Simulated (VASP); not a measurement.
# SnSe2 (P-3m1) in VASP: notebook, part 2 of 2

VASP 6.6.1. Earlier steps stand in the parts before.

### 4 Relaxation of cell and atoms, PBE

This run uses another cell than the first one, of 25.73 Å³/atom, 0.855 times its volume.

INCAR reads:

```
SYSTEM = SnSe2
PREC = Accurate
ENCUT = 600
EDIFF = 1E-7
ISMEAR = 0
SIGMA = 0.01
LREAL = .False.
LASPH = .True.
NELM = 100
ALGO = Normal
ISIF = 3
LWAVE = .False.
LCHARG = .False.
GGA = PE
IBRION = 2
NSW = 80
EDIFFG = -0.05
```

KPOINTS reads:

```
Automatic mesh
0
Gamma
  6 6 4
  0 0 0
```

POSCAR reads:

```
SnSe2
1.0
    3.8110000000      0.0000000000      0.0000000000
   -1.9055000000      3.3004200000      0.0000000000
    0.0000000000      0.0000000000      6.1360000000
Sn Se
1 2
Direct
    0.0000000000      0.0000000000      0.0000000000
    0.3333333333      0.6666666667      0.2490000000
    0.6666666667      0.3333333333      0.7510000000
```

Potentials or basis: VASP PAW PBE potentials, release 64 (Sn_d, Se).

Started as:

```
$ cat potpaw_PBE.64/Sn_d/POTCAR potpaw_PBE.64/Se/POTCAR > POTCAR
$ mpirun -np 1 vasp_std > vasp.out
```

OUTCAR:

```text
SYSTEM = SnSe2
   PREC = Accurate
   ENCUT = 600
   EDIFF = 1E-7
   ISMEAR = 0
   LREAL = .False.
   LASPH = .True.
   NELM = 100
   ISIF = 3
   GGA = PE
   IBRION = 2
   NSW = 80
   EDIFFG = -0.05

 ion  position               nearest neighbor table
   1  0.000  0.000  0.000-   2 2.68   3 2.68   3 2.68   2 2.68   3 2.68   2 2.68
   2  0.333  0.667  0.249-   1 2.68   1 2.68   1 2.68
   3  0.667  0.333  0.751-   1 2.68   1 2.68   1 2.68

  LATTYP: Found a hexagonal cell.
 ALAT       =     3.8110000000
 C/A-ratio  =     1.6100760955

  Lattice vectors:

 A1 = (   3.8110000000,   0.0000000000,   0.0000000000)
 A2 = (  -1.9055000000,   3.3004200000,   0.0000000000)
 A3 = (   0.0000000000,   0.0000000000,   6.1360000000)

Analysis of symmetry for initial positions (statically):
=====================================================================
 Subroutine PRICEL returns:
 Original cell was already a primitive cell.

 Routine SETGRP: Setting up the symmetry group for a
 hexagonal supercell.

 Subroutine GETGRP returns: Found 12 space group operations
 (whereof 12 operations were pure point group operations)
 out of a pool of 24 trial point group operations.

The static configuration has the point symmetry D_3d.

Analysis of symmetry for dynamics (positions and initial velocities):
=====================================================================
 Subroutine PRICEL returns:
 Original cell was already a primitive cell.

 Routine SETGRP: Setting up the symmetry group for a
 hexagonal supercell.

 Subroutine GETGRP returns: Found 12 space group operations
 (whereof 12 operations were pure point group operations)
 out of a pool of 24 trial point group operations.

The dynamic configuration has the point symmetry D_3d.

 Subroutine INISYM returns: Found 12 space group operations
 (whereof 12 operations are pure point group operations),
 and found     1 'primitive' translations

----------------------------------------------------------------------------------------

                                     Primitive cell

[... 108 lines left out ...]
   IALGO  =     38    algorithm
   IMIX   =      4    mixing-type and parameters
     AMIX     =   0.40;   BMIX     =  1.00
     AMIX_MAG =   1.60;   BMIX_MAG =  1.00
  volume/ion in A,a.u.               =      25.73       173.61
  Fermi-wavevector in a.u.,A,eV,Ry     =   1.139116  2.152618 17.654732  1.297586
  Thomas-Fermi vector in A             =   2.275820
   LORBIT       =      0    0 simple, 1 ext, 2 COOP (PROOUT), +10 PAW based schemes
   GGA     = PE    functional components
   LHFCALC =     F    Hartree Fock is set to
   AEXX    =    0.0000 exact exchange contribution
   IVDW    =     0    specifies the selected vdW correction
   LEPSILON=     F    determine dielectric tensor
   LRPA    =     F    only Hartree local field effects (RPA)
 conjugate gradient relaxation of ions
 non-spin polarized calculation
 Gauss-broadening in eV      SIGMA  =   0.01
  energy-cutoff  :      600.00
  volume of cell :       77.18
 maximum number of plane-waves:      2604
   NGX = 15   NGY = 15   NGZ = 25

--------------------------------------- Ionic step        1  -------------------------------------------

 number of electron      25.9999991 magnetization

 Free energy of the ion-electron system (eV)
  ---------------------------------------------------
  ext. energy  EPLUGINS =         0.00000000
  ---------------------------------------------------
  free energy    TOTEN  =       -11.73724350 eV

  energy without entropy =      -11.73724350  energy(sigma->0) =      -11.73724350

 E-fermi :   4.2126     XC(G=0):  -9.4528

 val. band max:        4.1710119938   @ k =   0.0000   0.0000   0.0000
 cond. band min:       4.9861535172   @ k =   0.5000  -0.0000   0.2500
 fundamental gap:      0.8151415234
 Fermi energy:         4.2125749927

 k-point     1 :       0.0000    0.0000    0.0000
  band No.  band energies     occupation
      1     -17.0975      2.00000
      2     -17.0975      2.00000
      3     -17.0595      2.00000
      4     -17.0440      2.00000
      5     -17.0440      2.00000
      6      -9.8264      2.00000
[... 573 lines left out ...]
  FREE ENERGIE OF THE ION-ELECTRON SYSTEM (eV)
  ---------------------------------------------------
  free  energy   TOTEN  =       -11.8465039023 eV

  energy  without entropy=      -11.8465039023  energy(sigma->0) =      -11.84650390

[... ionic steps 4 to 9 ...]

--------------------------------------- Ionic step       10  -------------------------------------------

 number of electron      25.9999997 magnetization

------------------------ aborting loop because EDIFF is reached ----------------------------------------
[... 69 lines left out ...]
--------------------------------------- Ionic step       12  -------------------------------------------

 number of electron      25.9999994 magnetization

 Free energy of the ion-electron system (eV)
  ---------------------------------------------------
  ext. energy  EPLUGINS =         0.00000000
  ---------------------------------------------------
  free energy    TOTEN  =       -11.86240116 eV

  energy without entropy =      -11.86240116  energy(sigma->0) =      -11.86240116

 E-fermi :   2.6390     XC(G=0):  -8.6004

 val. band max:        2.5527275930   @ k =   0.1667  -0.0000   0.0000
 cond. band min:       3.2541686983   @ k =   0.5000  -0.0000   0.5000
 fundamental gap:      0.7014411054
 Fermi energy:         2.6389985551

 k-point     1 :       0.0000    0.0000    0.0000
  band No.  band energies     occupation
      1     -18.5642      2.00000
      2     -18.5642      2.00000
      3     -18.5332      2.00000
      4     -18.5236      2.00000
      5     -18.5236      2.00000
      6     -10.7901      2.00000
[... 499 lines left out ...]
  FREE ENERGIE OF THE ION-ELECTRON SYSTEM (eV)
  ---------------------------------------------------
  free  energy   TOTEN  =       -11.8624011588 eV

  energy  without entropy=      -11.8624011588  energy(sigma->0) =      -11.86240116

 reached required accuracy - stopping structural energy minimisation
```

OSZICAR:

```text
N       E                     dE             d eps       ncg     rms          rms(c)
DAV:   1     0.205942150339E+03    0.20594E+03   -0.13615E+04   833   0.193E+03
DAV:   2     0.101851264932E+02   -0.19576E+03   -0.19290E+03   915   0.432E+02
DAV:   3    -0.113739664718E+02   -0.21559E+02   -0.21204E+02  1015   0.125E+02
[... 128 lines left out ...]
DAV:   7    -0.118623936029E+02   -0.42135E-04   -0.44426E-05   858   0.580E-02    0.553E-03
DAV:   8    -0.118623999279E+02   -0.63250E-05   -0.54676E-06  1024   0.185E-02    0.332E-03
DAV:   9    -0.118624009958E+02   -0.10679E-05   -0.18961E-06   839   0.116E-02    0.135E-03
DAV:  10    -0.118624011840E+02   -0.18819E-06   -0.22819E-07   847   0.553E-03    0.553E-04
DAV:  11    -0.118624011588E+02    0.25210E-07   -0.16748E-08   446   0.144E-03
  12 F= -.11862401E+02 E0= -.11862401E+02  d E =-.111847E-01
```

It took 5.7 min on 1 thread of Intel Xeon 6975P-C (Granite Rapids), shared host; peak memory 0.23 GiB.

Results:

- Free energy: -11.8624 eV
- Relaxed volume: 30.20 Å³/atom
- Relaxed cell: a = 3.875 Å, b = 3.875 Å, c = 6.966 Å, α = 90.00°, β = 90.00°, γ = 120.00°
- Space group after relaxing (to 0.05 Å): P-3m1 (No. 164)
- Energy gained by relaxing: 41.7 meV/atom
- Ionic steps: 12
- Pressure after relaxing: 0.1 GPa
- Largest force after relaxing: 0.008 eV/Å
- Band gap on the k mesh: 0.70 eV, indirect (least direct gap 1.08 eV)

Forces in eV/Å, atoms in the order of the input:
```
Sn   0.000  0.000  0.000
Se   0.000  0.000  0.008
Se   0.000  0.000 -0.008
```

The path:
```tsv
step	energy change (eV)	largest force (eV/Å)	pressure (GPa)	volume (Å³)
1	0.0000	0.7962	5.67	77.18
2	-0.0416	0.6348	-3.32	87.79
3	-0.1093	0.0732	0.01	82.80
4	-0.1093	0.0583	0.10	82.68
5	-0.1103	0.0666	0.11	82.80
6	-0.1127	0.0915	0.13	83.14
7	-0.1140	0.1411	0.22	83.81
8	-0.1145	0.1387	0.21	83.95
9	-0.1161	0.1308	0.18	84.39
10	-0.1188	0.1145	0.12	85.27
11	-0.1225	0.0791	0.05	87.04
12	-0.1252	0.0076	0.05	90.60
```

Final structure:
```
Sn Se
1.0
     3.87524    0.00000    0.00000
    -1.93762    3.35606    0.00000
     0.00000    0.00000    6.96633
Sn Se
1 2
Direct
  0.00000 0.00000 0.00000
  0.33333 0.66667 0.22868
  0.66667 0.33333 0.77132
```

Caveat: the volume moved by over 15 % at a fixed basis, so the end points are rough; spin-orbit coupling is left out, which moves the levels of the heavy elements; this functional lacks dispersion, which binds the layers, so the pressure and a relaxed spacing across them are unreliable; the volume moved by +17 % from the deposited cell, more than functionals usually miss; the relaxation stopped at a loose force limit of 0.05 eV/Å, so its end isn't a converged minimum. PBE usually gives volumes a little too large and moduli too small.

### 5 Relaxation of cell and atoms, RPBE

This run uses another cell than the first one, of 25.73 Å³/atom, 0.855 times its volume.

INCAR reads:

```
  PREC = Accurate
  ENCUT = 600
  EDIFF = 1E-6
  ISMEAR = 0
  SIGMA = 0.01
  LREAL = False
  LASPH = True
  NELM = 80
  ALGO = Normal
  ISIF = 3
  LWAVE = False
  LCHARG = False
  GGA = RP
  IBRION = 2
  NSW = 80
  EDIFFG = -0.05
```

KPOINTS reads:

```
regular mesh
0
Gamma
  6 6 4
```

POSCAR is that of step 4.

Started as:

```
$ cat potpaw_PBE.64/Sn_d/POTCAR potpaw_PBE.64/Se/POTCAR > POTCAR
$ mpirun -np 1 vasp_std > vasp.out
```

It took 6.4 min on 1 thread of Intel Xeon 6975P-C (Granite Rapids), shared host; peak memory 0.22 GiB.

The run converged. Its results:

```
Free energy                            : -10.9710 eV
Relaxed volume                         : 36.30 Å³/atom
Relaxed cell                           : a = 3.918 Å, b = 3.918 Å, c = 8.190 Å, α = 90.00°, β = 90.00°, γ = 120.00°
Space group after relaxing (to 0.05 Å) : P-3m1 (No. 164)
Energy gained by relaxing              : 94.1 meV/atom
Ionic steps                            : 14
Pressure after relaxing                : -0.1 GPa
Largest force after relaxing           : 0.024 eV/Å
Band gap on the k mesh                 : 0.83 eV, indirect (least direct gap 1.11 eV)
```

Forces on the atoms (eV/Å):
```
Sn   0.000  0.000  0.000
Se   0.000  0.000 -0.024
Se   0.000  0.000  0.024
```

Stress tensor (GPa, compression positive):
```
-0.07  0.00  0.00
 0.00 -0.07  0.00
 0.00  0.00 -0.16
```

The path:
| step | energy change (eV) | largest force (eV/Å) | pressure (GPa) | volume (Å³) |
| --- | --- | --- | --- | --- |
| 1 | 0.0000 | 0.8400 | 7.49 | 77.18 |
| 2 | -0.0907 | 0.8522 | -3.43 | 91.41 |
| 3 | -0.1828 | 0.2512 | 0.16 | 84.92 |
| 4 | -0.1828 | 0.2330 | 0.28 | 84.76 |
| 5 | -0.1891 | 0.2115 | 0.24 | 85.28 |
| 6 | -0.2054 | 0.1433 | 0.16 | 86.83 |
| 7 | -0.2279 | 0.0010 | 0.11 | 89.98 |
| 8 | -0.2340 | 0.3239 | 0.36 | 96.38 |
| 9 | -0.2382 | 0.3002 | 0.27 | 96.96 |
| 10 | -0.2488 | 0.2321 | 0.02 | 98.67 |
| 11 | -0.2631 | 0.1058 | -0.41 | 102.09 |
| 12 | -0.2710 | 0.1106 | -1.01 | 108.90 |
| 13 | -0.2811 | 0.0533 | -0.40 | 108.91 |
| 14 | -0.2824 | 0.0241 | -0.10 | 108.90 |

Final structure:
```yaml
crystal:
  lattice:
    - [3.91829, 0.00000, 0.00000]
    - [-1.95915, 3.39334, 0.00000]
    - [0.00000, 0.00000, 8.19048]
  atoms:
    - { symbol: Sn, position: [0.00000, 0.00000, 0.00000] }
    - { symbol: Se, position: [0.33333, 0.66667, 0.19518] }
    - { symbol: Se, position: [0.66667, 0.33333, 0.80482] }
```

Levels at points of the mesh, in eV from the valence-band top:
```
           k point  band 11  band 12  band 13  band 14  band 15  band 16
(0.00, 0.00, 0.00)    -0.45    -0.09    -0.09     1.31     3.11     4.56
(0.50, 0.00, 0.00)    -2.06    -0.57    -0.27     0.88     4.10     5.68
(0.00, 0.00, 0.50)    -0.45    -0.09    -0.09     1.64     3.07     4.55
(0.50, 0.00, 0.50)    -2.02    -0.55    -0.28     0.83     4.22     5.31
```

Caveat: the volume moved by over 15 % at a fixed basis, so the end points are rough; the PAW data sets were made with another functional, which shifts forces and pressure a little; spin-orbit coupling is left out, which moves the levels of the heavy elements; this functional lacks dispersion, which binds the layers, so the pressure and a relaxed spacing across them are unreliable; the volume moved by +41 % from the deposited cell, more than functionals usually miss; the relaxation stopped at a loose force limit of 0.05 eV/Å, so its end isn't a converged minimum. RPBE and its kin give volumes clearly too large for solids.

### 6 Overview

| task | level | cell | cutoff (eV) | gap on the mesh (eV) | pressure (GPa) | relaxed volume (Å³/atom) | largest force (eV/Å) |
| --- | --- | --- | --- | --- | --- | --- | --- |
| single point | PBE | a = 3.876, b = 3.876, c = 6.936 Å, angles 90.0, 90.0, 120.0°, 3 atoms | 520 | 0.70 | 0.1 | - | 0.01 |
| single point | RPBE | a = 3.916, b = 3.916, c = 8.288 Å, angles 90.0, 90.0, 120.0°, 3 atoms | 520 | 0.84 | 0.0 | - | 0.01 |
| relaxation of cell and atoms | PBE | relaxed from a = 3.811, b = 3.811, c = 6.136 Å, angles 90.0, 90.0, 120.0°, 3 atoms | 600 | 0.70 | 0.1 | 30.20 | 0.01 |
| relaxation of cell and atoms | RPBE | relaxed from a = 3.811, b = 3.811, c = 6.136 Å, angles 90.0, 90.0, 120.0°, 3 atoms | 600 | 0.83 | -0.1 | 36.30 | 0.02 |

Alike in all rows: potentials or basis VASP PAW PBE potentials, release 64 (Sn_d, Se); no spin polarisation; k mesh 6 × 6 × 4; smearing gaussian 0.01 eV.

Caveats: spin-orbit coupling is left out, which moves the levels of the heavy elements; this functional lacks dispersion, which binds the layers, so the pressure and a relaxed spacing across them are unreliable; the PAW data sets were made with another functional, which shifts forces and pressure a little (some runs); the volume moved by over 15 % at a fixed basis, so the end points are rough (some runs); the relaxation stopped at a loose force limit of 0.05 eV/Å, so its end isn't a converged minimum (some runs); the volume moved by +17 % from the deposited cell, more than functionals usually miss (some runs); the volume moved by +41 % from the deposited cell, more than functionals usually miss (some runs).

Total energies depend on the potentials used, so only differences within one code and one set of settings carry meaning.
